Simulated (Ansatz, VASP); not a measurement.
**One calculation of Nb, two programs**

```
Nb
1.0
     0.00000    2.07115    2.07115
     2.07115    0.00000    2.07115
     2.07115    2.07115    0.00000
Nb
1
Direct
  0.00000 0.00000 0.00000
```

Alike in both runs: task single point; functional LDA; k mesh 15 × 15 × 15; occupations fermi-dirac, width 0.1 eV; no spin polarisation.

```csv
,VASP,Ansatz
version,VASP 6.6.1,Ansatz 0.2.0
potentials or method,"VASP PAW LDA potentials, release 64 (Nb_sv), cutoff 520 eV","plane waves (420 eV) with PAW, scalar-relativistic"
valence electrons in the cell,13,13
```

|  | VASP | Ansatz | Ansatz less VASP |
| --- | --- | --- | --- |
| pressure (GPa) | -0.5 | -0.4 | +0.14 |

Ansatz warns that its potentials were made for another functional, while VASP's fit it. LDA's correlation is that of Perdew and Zunger in VASP and of Perdew and Wang (1992) in Ansatz.
